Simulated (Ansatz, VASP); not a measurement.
# AlN: VASP beside Ansatz

```
CELL_PARAMETERS angstrom
3.08878 0.00000 0.00000
-1.54439 2.67496 0.00000
0.00000 0.00000 4.94331
ATOMIC_POSITIONS crystal
Al 0.66667 0.33333 0.49901
Al 0.33333 0.66667 0.99901
N 0.66667 0.33333 0.88099
N 0.33333 0.66667 0.38099
```

Alike in both runs: functional LDA; k mesh 12 × 12 × 6; occupations gaussian, width 0.02 eV; no spin polarisation.

Ansatz relaxed the structure, and its values are those at the end. VASP's run is a single point on that final structure, the one shown.

```csv
,VASP,Ansatz
version,VASP 6.6.1,Ansatz 0.2.0
potentials or method,"VASP PAW LDA potentials, release 64 (Al, N), cutoff 520 eV","scalar-relativistic, plane waves, PAW"
valence electrons in the cell,16,16
```

VASP gave:

- gap on the k mesh at the Fermi level (eV): 4.42
- least direct gap on the mesh (eV): 4.42
- pressure (GPa): 0.6

**Question.** Which values does Ansatz return?

**Answer.** gap on the k mesh at the Fermi level (eV): 4.42; least direct gap on the mesh (eV): 4.42; pressure (GPa): 0.0.

LDA's correlation is that of Perdew and Zunger in VASP and of Perdew and Wang (1992) in Ansatz.
